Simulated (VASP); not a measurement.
Crystal: Al2O3.

```
Al O
1.0
     4.61378    0.00000    0.00000
     0.00000    9.56328    0.00000
     0.00000    0.00000    3.11986
Al O
4 6
Direct
  0.98298 0.82457 0.00000
  0.01702 0.17543 0.00000
  0.48297 0.67543 0.50000
  0.51702 0.32457 0.50000
  0.50000 0.50000 0.50000
  0.12363 0.75305 0.50000
  0.37637 0.25305 0.00000
  0.62364 0.74695 0.00000
  0.00000 0.00000 0.00000
  0.87636 0.24695 0.50000
```

| Item | Value |
| --- | --- |
| Program | VASP 6.6.1 |
| Task | relaxation of cell and atoms |
| Functional | PBE |
| Potentials or basis | VASP PAW PBE potentials, release 64 (Al, O) |
| Cutoff | 600 eV |
| k mesh | 6 × 3 × 9 |
| Occupations | fermi-dirac, width 0.05 eV |
| Spin | no spin polarisation |

At the start: pressure -0.3 GPa; volume 13.77 Å³/atom.

How do energy, volume and symmetry change on relaxing?

Over 46 steps the energy falls by 18.7 meV/atom and the volume is 13.72 Å³/atom (-0.3 %); space group Pnnm (No. 58, to 0.1 Å) before and after.

The path:
```csv
step,energy change (eV),largest force (eV/Å),pressure (GPa),volume (Å³)
1,0.0000,0.1907,-0.25,137.66
3,-0.0321,0.4401,-0.01,137.18
5,-0.0565,0.1277,0.81,136.82
7,-0.0640,0.1411,-0.47,138.13
9,-0.0778,0.1001,-0.10,138.18
11,-0.0804,0.0941,0.09,138.11
13,-0.0824,0.1211,0.06,138.14
15,-0.0853,0.3603,-0.47,138.55
17,-0.0881,0.2301,-0.24,138.39
19,-0.0945,0.1306,-0.03,138.37
21,-0.0950,0.1414,0.06,138.36
23,-0.0996,0.1432,0.06,138.42
25,-0.1162,0.1460,0.04,138.68
27,-0.1233,0.7681,-1.24,139.71
29,-0.1361,0.4169,-0.42,139.25
31,-0.1490,0.2401,-0.28,139.23
33,-0.1571,0.4295,-0.43,139.17
35,-0.1670,0.1955,-0.32,139.09
37,-0.1810,0.1288,-0.41,138.17
39,-0.1844,0.0876,0.34,137.09
41,-0.1859,0.0616,-0.01,137.22
43,-0.1865,0.0313,-0.02,137.26
45,-0.1868,0.0211,-0.05,137.25
46,-0.1868,0.0068,0.01,137.19
```

Final structure:
```
Al O
1.0
     4.68858    0.00000    0.00000
     0.00000    9.68604    0.00000
     0.00000    0.00000    3.02083
Al O
4 6
Direct
  0.08098 0.83050 0.00000
  0.91902 0.16950 0.00000
  0.58098 0.66950 0.50000
  0.41902 0.33050 0.50000
  0.50000 0.50000 0.50000
  0.26229 0.77636 0.50000
  0.23771 0.27636 0.00000
  0.76229 0.72364 0.00000
  0.00000 0.00000 0.00000
  0.73771 0.22364 0.50000
```
